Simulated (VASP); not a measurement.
Write the native input for VASP 6.6.1 that does the following.

```
Task                   : single point
Functional             : PBE
Potentials or basis    : VASP PAW PBE potentials, release 64 (Hf_pv, C)
Cutoff                 : 520 eV
k mesh                 : 15 × 15 × 15
Occupations            : fermi-dirac, width 0.05 eV
Spin                   : no spin polarisation
Dipole correction      : no
Further INCAR settings : ALGO = Normal; EDIFF = 1e-06; NBANDS = 14
```

The structure of HfC lies in POSCAR:

```
HfC
1.0
   -0.0232500000      2.3133750000      2.3133750000
    2.3133750000     -0.0232500000      2.3133750000
    2.3133750000      2.3133750000     -0.0232500000
Hf C
1 1
Direct
    0.5000000000      0.5000000000      0.5000000000
    0.0000000000      0.0000000000      0.0000000000
```

This cell differs from its parent crystal: equal xy, yz and zx shear strains of -1 %.

These files were run (other wordings do the same):

INCAR

```
PREC = Accurate
ENCUT = 520
EDIFF = 1E-6
ISMEAR = -1
SIGMA = 0.05
LREAL = F
LASPH = T
NELM = 80
ALGO = Normal
ISIF = 2
LWAVE = F
LCHARG = F
GGA = PE
NBANDS = 14
```

KPOINTS

```
regular mesh
0
Gamma
  15 15 15
```

Potentials or basis: VASP PAW PBE potentials, release 64 (Hf_pv, C).

Run with:

```bash
$ cat potpaw_PBE.64/Hf_pv/POTCAR potpaw_PBE.64/C/POTCAR > POTCAR
$ mpirun -np 1 vasp_std > vasp.out
```

It gave:

```json
{
  "Pressure": "-0.4 GPa",
  "Band gap on the k mesh": "zero (band 7 reaches 7.02 eV, above the bottom of band 8 at 5.58 eV)"
}
```

Caveat: the cell differs from its parent crystal (equal xy, yz and zx shear strains of -1 %); spin-orbit coupling is left out, which moves the levels of the heavy elements.

Run time: 82 s on 1 thread of AMD EPYC 7R43 64-Core Processor (Zen 3) (shared host), peak memory 0.21 GiB.
